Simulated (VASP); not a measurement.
# RbBi2 (Fd-3m) in VASP: single point with LDA

Aim: the single point of RbBi2 with LDA.

All numbers are computed with VASP 6.6.1; they aren't measurements. Logs are shortened: lines on timing, memory, paths and dates and some standing lists are left out, and cuts for length are marked.

## 1. The cell of the first run

The structure is cubic, space group Fd-3m (No. 227). The conventional cell has a = 9.425 Å, b = 9.425 Å, c = 9.425 Å, α = 90.00°, β = 90.00°, γ = 90.00°. Within 5.1 Å of Rb (site symmetry -43m) lie 12 Bi at 3.91 Å and 4 Rb at 4.08 Å. Bi (site symmetry -3m) has 6 Bi at 3.33 Å and 6 Rb at 3.91 Å within 4.4 Å.

## 2. Single point, LDA

File INCAR:

```
SYSTEM = RbBi2
PREC = Accurate
ENCUT = 520
EDIFF = 1E-7
ISMEAR = 0
SIGMA = 0.1
LREAL = .False.
LASPH = .True.
NELM = 100
ALGO = Normal
ISIF = 2
LWAVE = .False.
LCHARG = .True.
GGA = CA
LELF = .True.
LVHAR = .True.
NBANDS = 48
```

File KPOINTS:

```
regular mesh
0
Gamma
  4 4 4
  0 0 0
```

File POSCAR:

```
RbBi2
1.0
    0.0000000000      4.7124637622      4.7124637622
    4.7124637622      0.0000000000      4.7124637622
    4.7124637622      4.7124637622      0.0000000000
Rb Bi
2 4
Direct
    0.5000000000      0.5000000000      0.5000000000
    0.7500000000      0.7500000000      0.7500000000
    0.6250000000      0.1250000000      0.1250000000
    0.1250000000      0.1250000000      0.1250000000
    0.1250000000      0.1250000000      0.6250000000
    0.1250000000      0.6250000000      0.1250000000
```

Potentials or basis: VASP PAW LDA potentials, release 64 (Rb_sv, Bi_d).

The run is started by

```
> cat potpaw_LDA.64/Rb_sv/POTCAR potpaw_LDA.64/Bi_d/POTCAR > POTCAR
> mpirun -np 1 vasp_std > vasp.out
```

OUTCAR:

```text
SYSTEM = RbBi2
   PREC = Accurate
   ENCUT = 520
   EDIFF = 1E-7
   ISMEAR = 0
   LREAL = .False.
   LASPH = .True.
   NELM = 100
   ISIF = 2
   GGA = CA

 ion  position               nearest neighbor table
   1  0.500  0.500  0.500-   5 3.91   6 3.91   3 3.91   5 3.91   3 3.91   6 3.91   4 3.91   4 3.91
                             4 3.91   5 3.91   3 3.91   6 3.91   2 4.08   2 4.08   2 4.08   2 4.08
   2  0.750  0.750  0.750-   3 3.91   6 3.91   3 3.91   5 3.91   5 3.91   6 3.91   5 3.91   4 3.91
                             4 3.91   4 3.91   6 3.91   3 3.91   1 4.08   1 4.08   1 4.08   1 4.08
   3  0.625  0.125  0.125-   4 3.33   5 3.33   6 3.33   4 3.33   5 3.33   6 3.33   2 3.91   1 3.91
                             2 3.91   1 3.91   1 3.91   2 3.91
   4  0.125  0.125  0.125-   3 3.33   5 3.33   6 3.33   5 3.33   6 3.33   3 3.33   1 3.91   2 3.91
                             1 3.91   2 3.91   1 3.91   2 3.91
   5  0.125  0.125  0.625-   4 3.33   3 3.33   4 3.33   6 3.33   6 3.33   3 3.33   1 3.91   2 3.91
                             1 3.91   2 3.91   1 3.91   2 3.91
   6  0.125  0.625  0.125-   4 3.33   5 3.33   3 3.33   4 3.33   5 3.33   3 3.33   1 3.91   2 3.91
                             1 3.91   2 3.91   1 3.91   2 3.91

  LATTYP: Found a face centered cubic cell.
 ALAT       =     9.4249275244

  Lattice vectors:

 A1 = (   0.0000000000,   4.7124637622,   4.7124637622)
 A2 = (   4.7124637622,   0.0000000000,   4.7124637622)
 A3 = (   4.7124637622,   4.7124637622,   0.0000000000)

Analysis of symmetry for initial positions (statically):
=====================================================================
 Subroutine PRICEL returns:
 Original cell was already a primitive cell.

 Routine SETGRP: Setting up the symmetry group for a
 face centered cubic supercell.

 Subroutine GETGRP returns: Found 48 space group operations
 (whereof 24 operations were pure point group operations)
 out of a pool of 48 trial point group operations.

The static configuration has the point symmetry T_d .
 The point group associated with its full space group is O_h .

Analysis of symmetry for dynamics (positions and initial velocities):
=====================================================================
 Subroutine PRICEL returns:
 Original cell was already a primitive cell.

 Routine SETGRP: Setting up the symmetry group for a
 face centered cubic supercell.

 Subroutine GETGRP returns: Found 48 space group operations
 (whereof 24 operations were pure point group operations)
 out of a pool of 48 trial point group operations.

The dynamic configuration has the point symmetry T_d .
 The point group associated with its full space group is O_h .

 Subroutine INISYM returns: Found 48 space group operations
 (whereof 24 operations are pure point group operations),
 and found     1 'primitive' translations

----------------------------------------------------------------------------------------

                                     Primitive cell

  volume of cell :     209.3023

  direct lattice vectors                    reciprocal lattice vectors
     0.000000000  4.712463762  4.712463762    -0.106101612  0.106101612  0.106101612
     4.712463762  0.000000000  4.712463762     0.106101612 -0.106101612  0.106101612
     4.712463762  4.712463762  0.000000000     0.106101612  0.106101612 -0.106101612

  length of vectors
     6.664430165  6.664430165  6.664430165     0.183773382  0.183773382  0.183773382

  position of ions in fractional coordinates (direct lattice)
     0.500000000  0.500000000  0.500000000
     0.750000000  0.750000000  0.750000000
     0.625000000  0.125000000  0.125000000
     0.125000000  0.125000000  0.125000000
     0.125000000  0.125000000  0.625000000
     0.125000000  0.625000000  0.125000000

  ion indices of the primitive-cell ions
   primitive index   ion index
                 1           1
                 2           2
                 3           3
                 4           4
                 5           5
                 6           6

----------------------------------------------------------------------------------------

 KPOINTS: regular mesh

Automatic generation of k-mesh.
 Grid dimensions read from file:
 generate k-points for:    4    4    4

 Generating k-lattice:

  Cartesian coordinates                     Fractional coordinates (reciprocal lattice)
    -0.026525403  0.026525403  0.026525403     0.250000000  0.000000000  0.000000000
     0.026525403 -0.026525403  0.026525403     0.000000000  0.250000000  0.000000000
     0.026525403  0.026525403 -0.026525403     0.000000000  0.000000000  0.250000000

  Length of vectors
     0.045943346  0.045943346  0.045943346

  Shift w.r.t. Gamma in fractional coordinates (k-lattice)
     0.000000000  0.000000000  0.000000000

 Subroutine IBZKPT returns following result:
 ===========================================

 Found      8 irreducible k-points:

 Following reciprocal coordinates:
            Coordinates               Weight
  0.000000  0.000000  0.000000      1.000000
  0.250000  0.000000  0.000000      8.000000
  0.500000  0.000000  0.000000      4.000000
  0.250000  0.250000  0.000000      6.000000
  0.500000  0.250000  0.000000     24.000000
 -0.250000  0.250000  0.000000     12.000000
  0.500000  0.500000  0.000000      3.000000
 -0.250000  0.500000  0.250000      6.000000
   k-points           NKPTS =      8   k-points in BZ     NKDIM =      8   number of bands    NBANDS=     48
   number of dos      NEDOS =    301   number of ions     NIONS =      6
   total plane-waves  NPLWV = 125000
   dimension x,y,z NGX =    50 NGY =   50 NGZ =   50
   dimension x,y,z NGXF=   100 NGYF=  100 NGZF=  100
   ions per type =               2   4
   NGX,Y,Z   is equivalent  to a cutoff of  12.47, 12.47, 12.47 a.u.
   NGXF,Y,Z  is equivalent  to a cutoff of  24.95, 24.95, 24.95 a.u.
 SYSTEM =  RbBi2
   PREC   = accura    normal or accurate (medium, high low for compatibility)
   ISTART =      0    job   : 0-new  1-cont  2-samecut
   ICHARG =      2    charge: 1-file 2-atom 10-const
   ISPIN  =      1    spin polarized calculation?
   LNONCOLLINEAR =      F non collinear calculations
   LSORBIT =      F    spin-orbit coupling
   LASPH  =      T    aspherical Exc in radial PAW
   ENCUT  =  520.0 eV  38.22 Ry    6.18 a.u.  12.39 12.39 12.39*2*pi/ulx,y,z
   NELM   =    100;   NELMIN=  2; NELMDL= -5     # of ELM steps
   EDIFF  = 0.1E-06   stopping-criterion for ELM
   LREAL  =      F    real-space projection
   EDIFFG = 0.1E-05   stopping-criterion for IOM
   NSW    =      0    number of steps for IOM
   IBRION =     -1    ionic relax: 0-MD 1-quasi-New 2-CG
   NFREE  =      0    steps in history (QN), initial steepest desc. (CG)
   ISIF   =      2    stress and relaxation
   ISYM   =      2    0-nonsym 1-usesym 2-fastsym
   POTIM  = 0.5000    time-step for ionic-motion
   TEBEG  =    0.0;   TEEND  =   0.0 temperature during run
   PSTRESS=    0.0 pullay stress
   NELECT =      78.0000    total number of electrons
   NUPDOWN=      -1.0000    fix difference up-down
   EMIN   =  10.00;   EMAX   =-10.00  energy-range for DOS
   EFERMI =   0.00;   METHOD = LEGACY
   ISMEAR =     0;   SIGMA  =   0.10  broadening in eV -4-tet -1-fermi 0-gaus
   EFERMI_NEDOS =   21; number of points for ismear=-14 and -15
   IALGO  =     38    algorithm
   IMIX   =      4    mixing-type and parameters
     AMIX     =   0.40;   BMIX     =  1.00
     AMIX_MAG =   1.60;   BMIX_MAG =  1.00
  volume/ion in A,a.u.               =      34.88       235.41
  Fermi-wavevector in a.u.,A,eV,Ry     =   1.178099  2.226284 18.883751  1.387917
  Thomas-Fermi vector in A             =   2.314434
   LORBIT       =      0    0 simple, 1 ext, 2 COOP (PROOUT), +10 PAW based schemes
   GGA     = CA    functional components
   LHFCALC =     F    Hartree Fock is set to
   AEXX    =    0.0000 exact exchange contribution
   IVDW    =     0    specifies the selected vdW correction
   LEPSILON=     F    determine dielectric tensor
   LRPA    =     F    only Hartree local field effects (RPA)
 non-spin polarized calculation
 Gauss-broadening in eV      SIGMA  =   0.10
  energy-cutoff  :      520.00
  volume of cell :      209.30
 maximum number of plane-waves:      5673
 NGX is ok and might be reduce to    50
   NGX = 25   NGY = 25   NGZ = 25

 number of electron      78.0000006 magnetization

 Free energy of the ion-electron system (eV)
  ---------------------------------------------------
  ext. energy  EPLUGINS =         0.00000000
  ---------------------------------------------------
  free energy    TOTEN  =       -22.46559343 eV

  energy without entropy =      -22.41384060  energy(sigma->0) =      -22.43971701

 E-fermi :   4.3901     XC(G=0):  -9.4621

 val. band max:        4.3657953806   @ k =   0.5000   0.5000   0.0000
 cond. band min:       4.3929194110   @ k =   0.5000   0.2500   0.0000
 fundamental gap:      0.0271240304
 Fermi energy:         4.3900684593

 k-point     1 :       0.0000    0.0000    0.0000
  band No.  band energies     occupation
      1     -22.5844      2.00000
      2     -22.5376      2.00000
      3     -17.9186      2.00000
      4     -17.8379      2.00000
      5     -17.8379      2.00000
      6     -17.8379      2.00000
[... 40 lines left out ...]
     47       9.0056      0.00000
     48       9.0056      0.00000

 k-point     2 :       0.2500    0.0000    0.0000
  band No.  band energies     occupation
      1     -22.5793      2.00000
      2     -22.5426      2.00000
      3     -17.8967      2.00000
      4     -17.8314      2.00000
      5     -17.8314      2.00000
      6     -17.8258      2.00000
[... 40 lines left out ...]
     47       8.8555      0.00000
     48       8.8555      0.00000

 k-point     3 :       0.5000    0.0000    0.0000
  band No.  band energies     occupation
      1     -22.5724      2.00000
      2     -22.5494      2.00000
      3     -17.8782      2.00000
      4     -17.8288      2.00000
      5     -17.8288      2.00000
      6     -17.7821      2.00000
[... 244 lines left out ...]
     47       9.0116      0.00000
     48       9.0117      0.00000

 k-point     8 :      -0.2500    0.5000    0.2500
  band No.  band energies     occupation
      1     -22.5609      2.00000
      2     -22.5609      2.00000
      3     -17.8180      2.00000
      4     -17.8180      2.00000
      5     -17.8078      2.00000
      6     -17.8078      2.00000
[... 40 lines left out ...]
     47       8.6311      0.00000
     48       8.6311      0.00000

------------------------ aborting loop because EDIFF is reached ----------------------------------------

  FORCE on cell =-STRESS in cart. coord.  units (eV):
  Direction    XX          YY          ZZ          XY          YZ          ZX
  --------------------------------------------------------------------------------------
  -------------------------------------------------------------------------------------
  Total        0.1037567      0.1037567      0.1037567      0.0000000      0.0000000     -0.0000000
  in kB        0.7942416      0.7942416      0.7942416      0.0000000      0.0000000     -0.0000000
  external PRESSURE =       0.7942416 kB  Pullay stress =       0.0000000 kB

 VOLUME and BASIS-vectors are now :
 -----------------------------------------------------------------------------
  energy-cutoff  :      520.00
  volume of cell :      209.30
      direct lattice vectors                 reciprocal lattice vectors
     0.000000000  4.712463762  4.712463762    -0.106101612  0.106101612  0.106101612
     4.712463762  0.000000000  4.712463762     0.106101612 -0.106101612  0.106101612
     4.712463762  4.712463762  0.000000000     0.106101612  0.106101612 -0.106101612

 POSITION                                       TOTAL-FORCE (eV/Angst)
 -----------------------------------------------------------------------------------
      4.71246      4.71246      4.71246         0.000000     -0.000000      0.000000
      7.06870      7.06870      7.06870        -0.000000      0.000000     -0.000000
      1.17812      3.53435      3.53435        -0.000000      0.000000      0.000000
      1.17812      1.17812      1.17812        -0.000000      0.000000      0.000000
      3.53435      3.53435      1.17812        -0.000000      0.000000      0.000000
      3.53435      1.17812      3.53435        -0.000000      0.000000      0.000000
 -----------------------------------------------------------------------------------
    total drift:                                0.000000      0.000000      0.000000

  FREE ENERGIE OF THE ION-ELECTRON SYSTEM (eV)
  ---------------------------------------------------
  free  energy   TOTEN  =       -22.4655934251 eV

  energy  without entropy=      -22.4138406045  energy(sigma->0) =      -22.43971701
```

Wall time 71 s (1 thread of Intel Xeon 6975P-C (Granite Rapids), shared host); peak memory 0.29 GiB.

Results:

```
Free energy            : -22.4656 eV
Pressure               : 0.1 GPa
Band gap on the k mesh : zero (band 39 reaches 6.35 eV, above the bottom of band 40 at 4.36 eV)
```

Caveat: spin-orbit coupling is left out, which moves the levels of the heavy elements.
